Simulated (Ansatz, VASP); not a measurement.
# One calculation of ZrGa3, two programs

```
Zr Ga
1.0
    -2.00536    2.00536    4.36450
     2.00536   -2.00536    4.36450
     2.00536    2.00536   -4.36450
Zr Ga
1 3
Direct
  0.00000 0.00000 0.00000
  0.50000 0.50000 0.00000
  0.75000 0.25000 0.50000
  0.25000 0.75000 0.50000
```

Change from the starting cell: equal xx and yy strain of +1 %.

Alike in both runs: task single point; functional LDA; k mesh 12 × 12 × 12; occupations fermi-dirac, width 0.03 eV; no spin polarisation.

|  | VASP | Ansatz |
| --- | --- | --- |
| version | VASP 6.6.1 | Ansatz 0.2.0 |
| potentials or method | VASP PAW LDA potentials, release 64 (Zr_sv, Ga_d), cutoff 520 eV | all-electron LAPW, scalar-relativistic |

```csv
,VASP,Ansatz,Ansatz less VASP
pressure (GPa),-6.8,-7.0,-0.22
"traceless stress, the component that is largest in VASP (GPa)",6.88,6.87,-0.012
```

LDA's correlation is that of Perdew and Zunger in VASP and of Perdew and Wang (1992) in Ansatz. Ansatz ran all-electron here, and VASP with PAW potentials.
